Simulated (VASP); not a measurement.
# Hf4Si (P-3m1) in VASP: a series of runs, part 3 of 3

VASP 6.6.1. The steps go on from the part before.

## 4. Single point, PBE

INCAR reads:

```
SYSTEM = Hf4Si
  ALGO = Fast
  EDIFF = 1E-6
  ENCUT = 520
  GGA = PE
  ISIF = 2
  ISMEAR = 0
  LASPH = .True.
  LCHARG = .True.
  LELF = .True.
  LREAL = .False.
  LVHAR = .True.
  LWAVE = .False.
  NBANDS = 30
  NELM = 80
  PREC = Accurate
  SIGMA = 0.1
```

KPOINTS reads:

```
k-points
0
Gamma
  12 12 4
  0 0 0
```

POSCAR reads:

```
Hf4Si
1.0
    3.1938535232      0.0000000000      0.0000000000
   -1.5969267616      2.7659582870      0.0000000000
    0.0000000000      0.0000000000     11.9079180378
Hf Si
4 1
Direct
    0.6666666667      0.3333333333      0.8180237670
    0.3333333333      0.6666666667      0.1819762330
    0.6666666667      0.3333333333      0.3893482884
    0.3333333333      0.6666666667      0.6106517116
    0.0000000000      0.0000000000      0.0000000000
```

Potentials or basis: VASP PAW PBE potentials, release 64 (Hf_pv, Si).

Run with:

```console
> cat potpaw_PBE.64/Hf_pv/POTCAR potpaw_PBE.64/Si/POTCAR > POTCAR
> mpirun -np 1 vasp_std > vasp.out
```

OUTCAR:

```text
SYSTEM = Hf4Si
   EDIFF = 1E-6
   ENCUT = 520
   GGA = PE
   ISIF = 2
   ISMEAR = 0
   LASPH = .True.
   LREAL = .False.
   NELM = 80
   PREC = Accurate

 ion  position               nearest neighbor table
   1  0.667  0.333  0.818-   5 2.85   5 2.85   5 2.85   4 3.08   4 3.08   4 3.08
   2  0.333  0.667  0.182-   5 2.85   5 2.85   5 2.85   3 3.08   3 3.08   3 3.08
   3  0.667  0.333  0.389-   2 3.08   2 3.08   2 3.08   4 3.22   4 3.22   4 3.22
   4  0.333  0.667  0.611-   1 3.08   1 3.08   1 3.08   3 3.22   3 3.22   3 3.22
   5  0.000  0.000  0.000-   1 2.85   2 2.85   2 2.85   1 2.85   1 2.85   2 2.85

  LATTYP: Found a hexagonal cell.
 ALAT       =     3.1938535232
 C/A-ratio  =     3.7283857733

  Lattice vectors:

 A1 = (   3.1938535232,   0.0000000000,   0.0000000000)
 A2 = (  -1.5969267616,   2.7659582870,   0.0000000000)
 A3 = (   0.0000000000,   0.0000000000,  11.9079180378)

Analysis of symmetry for initial positions (statically):
=====================================================================
 Subroutine PRICEL returns:
 Original cell was already a primitive cell.

 Routine SETGRP: Setting up the symmetry group for a
 hexagonal supercell.

 Subroutine GETGRP returns: Found 12 space group operations
 (whereof 12 operations were pure point group operations)
 out of a pool of 24 trial point group operations.

The static configuration has the point symmetry D_3d.

Analysis of symmetry for dynamics (positions and initial velocities):
=====================================================================
 Subroutine PRICEL returns:
 Original cell was already a primitive cell.

 Routine SETGRP: Setting up the symmetry group for a
 hexagonal supercell.

 Subroutine GETGRP returns: Found 12 space group operations
 (whereof 12 operations were pure point group operations)
 out of a pool of 24 trial point group operations.

The dynamic configuration has the point symmetry D_3d.

 Subroutine INISYM returns: Found 12 space group operations
 (whereof 12 operations are pure point group operations),
 and found     1 'primitive' translations

----------------------------------------------------------------------------------------

                                     Primitive cell

  volume of cell :     105.1953

  direct lattice vectors                    reciprocal lattice vectors
     3.193853523  0.000000000  0.000000000     0.313101397  0.180769176  0.000000000
    -1.596926762  2.765958287  0.000000000     0.000000000  0.361538352  0.000000000
     0.000000000  0.000000000 11.907918038     0.000000000  0.000000000  0.083977736

  length of vectors
     3.193853523  3.193853523 11.907918038     0.361538352  0.361538352  0.083977736

  position of ions in fractional coordinates (direct lattice)
     0.666666667  0.333333333  0.818023767
     0.333333333  0.666666667  0.181976233
     0.666666667  0.333333333  0.389348288
     0.333333333  0.666666667  0.610651712
     0.000000000  0.000000000  0.000000000

  ion indices of the primitive-cell ions
[... 26 lines left out ...]
     0.000000000  0.000000000  0.000000000

 Subroutine IBZKPT returns following result:
 ===========================================

 Found     69 irreducible k-points:

 Following reciprocal coordinates:
            Coordinates               Weight
  0.000000  0.000000  0.000000      1.000000
  0.083333  0.000000  0.000000      6.000000
  0.166667  0.000000  0.000000      6.000000
  0.250000  0.000000  0.000000      6.000000
  0.333333  0.000000  0.000000      6.000000
  0.416667  0.000000  0.000000      6.000000
[... 16 lines left out ...]
  0.166667  0.000000  0.250000      6.000000
  0.000000  0.166667  0.250000      6.000000
 [... further k-points ...]
   k-points           NKPTS =     69   k-points in BZ     NKDIM =     69   number of bands    NBANDS=     30
   number of dos      NEDOS =    301   number of ions     NIONS =      5
   total plane-waves  NPLWV =  51840
   dimension x,y,z NGX =    24 NGY =   24 NGZ =   90
   dimension x,y,z NGXF=    48 NGYF=   48 NGZF=  180
   ions per type =               4   1
   NGX,Y,Z   is equivalent  to a cutoff of  12.49, 12.49, 12.56 a.u.
   NGXF,Y,Z  is equivalent  to a cutoff of  24.98, 24.98, 25.13 a.u.
 SYSTEM =  Hf4Si
   PREC   = accura    normal or accurate (medium, high low for compatibility)
   ISTART =      0    job   : 0-new  1-cont  2-samecut
   ICHARG =      2    charge: 1-file 2-atom 10-const
   ISPIN  =      1    spin polarized calculation?
   LNONCOLLINEAR =      F non collinear calculations
   LSORBIT =      F    spin-orbit coupling
   LASPH  =      T    aspherical Exc in radial PAW
   ENCUT  =  520.0 eV  38.22 Ry    6.18 a.u.   5.94  5.94 22.14*2*pi/ulx,y,z
   NELM   =     80;   NELMIN=  2; NELMDL= -5     # of ELM steps
   EDIFF  = 0.1E-05   stopping-criterion for ELM
   LREAL  =      F    real-space projection
   EDIFFG = 0.1E-04   stopping-criterion for IOM
   NSW    =      0    number of steps for IOM
   IBRION =     -1    ionic relax: 0-MD 1-quasi-New 2-CG
   NFREE  =      0    steps in history (QN), initial steepest desc. (CG)
   ISIF   =      2    stress and relaxation
   ISYM   =      2    0-nonsym 1-usesym 2-fastsym
   POTIM  = 0.5000    time-step for ionic-motion
   TEBEG  =    0.0;   TEEND  =   0.0 temperature during run
   PSTRESS=    0.0 pullay stress
   NELECT =      44.0000    total number of electrons
   NUPDOWN=      -1.0000    fix difference up-down
   EMIN   =  10.00;   EMAX   =-10.00  energy-range for DOS
   EFERMI =   0.00;   METHOD = LEGACY
   ISMEAR =     0;   SIGMA  =   0.10  broadening in eV -4-tet -1-fermi 0-gaus
   EFERMI_NEDOS =   21; number of points for ismear=-14 and -15
   IALGO  =     68    algorithm
   IMIX   =      4    mixing-type and parameters
     AMIX     =   0.40;   BMIX     =  1.00
     AMIX_MAG =   1.60;   BMIX_MAG =  1.00
  volume/ion in A,a.u.               =      21.04       141.98
  Fermi-wavevector in a.u.,A,eV,Ry     =   1.224316  2.313622 20.394453  1.498950
  Thomas-Fermi vector in A             =   2.359395
   LORBIT       =      0    0 simple, 1 ext, 2 COOP (PROOUT), +10 PAW based schemes
   GGA     = PE    functional components
   LHFCALC =     F    Hartree Fock is set to
   AEXX    =    0.0000 exact exchange contribution
   IVDW    =     0    specifies the selected vdW correction
   LEPSILON=     F    determine dielectric tensor
   LRPA    =     F    only Hartree local field effects (RPA)
 non-spin polarized calculation
 RMM-DIIS sequential band-by-band and
 Gauss-broadening in eV      SIGMA  =   0.10
  energy-cutoff  :      520.00
  volume of cell :      105.20
 maximum number of plane-waves:      2865
   NGX = 11   NGY = 11   NGZ = 45

 number of electron      44.0000005 magnetization

 Free energy of the ion-electron system (eV)
  ---------------------------------------------------
  ext. energy  EPLUGINS =         0.00000000
  ---------------------------------------------------
  free energy    TOTEN  =       -45.58304259 eV

  energy without entropy =      -45.56423467  energy(sigma->0) =      -45.57363863

 E-fermi :   5.3886     XC(G=0): -11.2106

 val. band max:        5.3819909922   @ k =   0.1667   0.0833   0.0000
 cond. band min:       5.3902854053   @ k =   0.1667   0.0833   0.5000
 fundamental gap:      0.0082944130
 Fermi energy:         5.3885635453

 k-point     1 :       0.0000    0.0000    0.0000
  band No.  band energies     occupation
      1     -25.5260      2.00000
      2     -25.3887      2.00000
      3     -25.0456      2.00000
      4     -24.8525      2.00000
      5     -24.8525      2.00000
      6     -24.8411      2.00000
[... 781 lines left out ...]
     29       7.4967      0.00000
     30       7.6199      0.00000

 [... further k-points ...]

------------------------ aborting loop because EDIFF is reached ----------------------------------------

  FORCE on cell =-STRESS in cart. coord.  units (eV):
  Direction    XX          YY          ZZ          XY          YZ          ZX
  --------------------------------------------------------------------------------------
  -------------------------------------------------------------------------------------
  Total       -0.2418758     -0.2418758     -0.2438386      0.0000000      0.0000000      0.0000000
  in kB       -3.6838891     -3.6838891     -3.7137838      0.0000000      0.0000000      0.0000000
  external PRESSURE =      -3.6938540 kB  Pullay stress =       0.0000000 kB

 VOLUME and BASIS-vectors are now :
 -----------------------------------------------------------------------------
  energy-cutoff  :      520.00
  volume of cell :      105.20
      direct lattice vectors                 reciprocal lattice vectors
     3.193853523  0.000000000  0.000000000     0.313101397  0.180769176  0.000000000
    -1.596926762  2.765958287  0.000000000     0.000000000  0.361538352  0.000000000
     0.000000000  0.000000000 11.907918038     0.000000000  0.000000000  0.083977736

 POSITION                                       TOTAL-FORCE (eV/Angst)
 -----------------------------------------------------------------------------------
      1.59693      0.92199      9.74096        -0.000000      0.000000     -0.024369
     -0.00000      1.84397      2.16696         0.000000     -0.000000      0.024369
      1.59693      0.92199      4.63633        -0.000000     -0.000000     -0.014075
     -0.00000      1.84397      7.27159        -0.000000      0.000000      0.014075
      0.00000      0.00000      0.00000         0.000000      0.000000      0.000000
 -----------------------------------------------------------------------------------
    total drift:                                0.000000      0.000000     -0.000000

  FREE ENERGIE OF THE ION-ELECTRON SYSTEM (eV)
  ---------------------------------------------------
  free  energy   TOTEN  =       -45.5830425922 eV

  energy  without entropy=      -45.5642346664  energy(sigma->0) =      -45.57363863
```

OSZICAR:

```text
N       E                     dE             d eps       ncg     rms          rms(c)
DAV:   1     0.162168055925E+03    0.16217E+03   -0.23861E+04  4148   0.137E+03
DAV:   2    -0.368319782946E+02   -0.19900E+03   -0.19119E+03  4830   0.327E+02
DAV:   3    -0.470234618825E+02   -0.10191E+02   -0.95558E+01  5508   0.448E+01
DAV:   4    -0.472582208330E+02   -0.23476E+00   -0.23266E+00  5146   0.683E+00
DAV:   5    -0.472626630334E+02   -0.44422E-02   -0.44402E-02  5214   0.894E-01    0.944E+01
RMM:   6    -0.459654305736E+02    0.12972E+01   -0.14098E+00  4336   0.553E+00    0.576E+01
RMM:   7    -0.456976671732E+02    0.26776E+00   -0.33424E+00  5833   0.833E+00    0.624E+00
RMM:   8    -0.456410040551E+02    0.56663E-01   -0.31648E-01  5099   0.312E+00    0.326E+00
RMM:   9    -0.455828862553E+02    0.58118E-01   -0.94107E-02  4498   0.144E+00    0.889E-01
RMM:  10    -0.455830432947E+02   -0.15704E-03   -0.14456E-02  5573   0.496E-01    0.553E-01
RMM:  11    -0.455829851457E+02    0.58149E-04   -0.26042E-03  5825   0.205E-01    0.135E-01
RMM:  12    -0.455830475307E+02   -0.62385E-04   -0.57905E-04  5996   0.988E-02    0.699E-02
RMM:  13    -0.455830398983E+02    0.76324E-05   -0.11359E-04  5718   0.423E-02    0.174E-02
RMM:  14    -0.455830425289E+02   -0.26306E-05   -0.24522E-05  5306   0.184E-02    0.814E-03
RMM:  15    -0.455830425922E+02   -0.63307E-07   -0.44005E-06  4123   0.665E-03
   1 F= -.45583043E+02 E0= -.45573639E+02  d E =-.188079E-01
```

stdout:

```text
POSCAR found type information on POSCAR HfSi
 POSCAR found :  2 types and       5 ions
 scaLAPACK will be used
 LDA part: xc-table for (Slater+PW92), standard interpolation
 POSCAR, INCAR and KPOINTS ok, starting setup
 FFT: planning ... GRIDC
 FFT: planning ... GRID_SOFT
 FFT: planning ... GRID
 WAVECAR not read
 entering main loop
```

Wall time 5.9 min (1 thread of Intel Xeon 8259CL, shared host); peak memory 0.34 GiB.

What came out:

* Free energy: -45.5830 eV
* Pressure: -0.4 GPa
* Largest force: 0.024 eV/Å
* Band gap on the k mesh: zero (bands 22 and 23 overlap by 2.05 eV)

Forces in eV/Å, atoms in the order of the input:
```
Hf   0.000  0.000 -0.024
Hf   0.000  0.000  0.024
Hf   0.000  0.000 -0.014
Hf   0.000  0.000  0.014
Si   0.000  0.000  0.000
```

Caveat: spin-orbit coupling is left out, which moves the levels of the heavy elements.

## 5. Overview

| task | cell | k mesh | cutoff (eV) | smearing | gap on the mesh (eV) | pressure (GPa) | largest force (eV/Å) |
| --- | --- | --- | --- | --- | --- | --- | --- |
| single point | a = 3.202, b = 3.202, c = 11.864 Å, angles 90.0, 90.0, 120.0°, 5 atoms, atomic positions A | 6 × 6 × 2 | 520 | gaussian 0.2 eV | none | -0.3 | 0.04 |
| relaxation of cell and atoms | relaxed from a = 3.150, b = 3.150, c = 11.500 Å, angles 90.0, 90.0, 120.0°, 5 atoms, atomic positions B | 6 × 6 × 2 | 600 | gaussian 0.2 eV | none | 0.0 | 0.02 |
| single point | a = 3.194, b = 3.194, c = 11.908 Å, angles 90.0, 90.0, 120.0°, 5 atoms, atomic positions C | 12 × 12 × 4 | 520 | gaussian 0.1 eV | none | -0.4 | 0.02 |

Alike in all rows: level PBE; potentials or basis VASP PAW PBE potentials, release 64 (Hf_pv, Si); no spin polarisation.

Caveats: some runs use coarse meshes; spin-orbit coupling is left out, which moves the levels of the heavy elements.

Total energies depend on the potentials used, so only differences within one code and one set of settings carry meaning.

The gap in the log of VASP goes by the Fermi energy; the results here count the filled bands.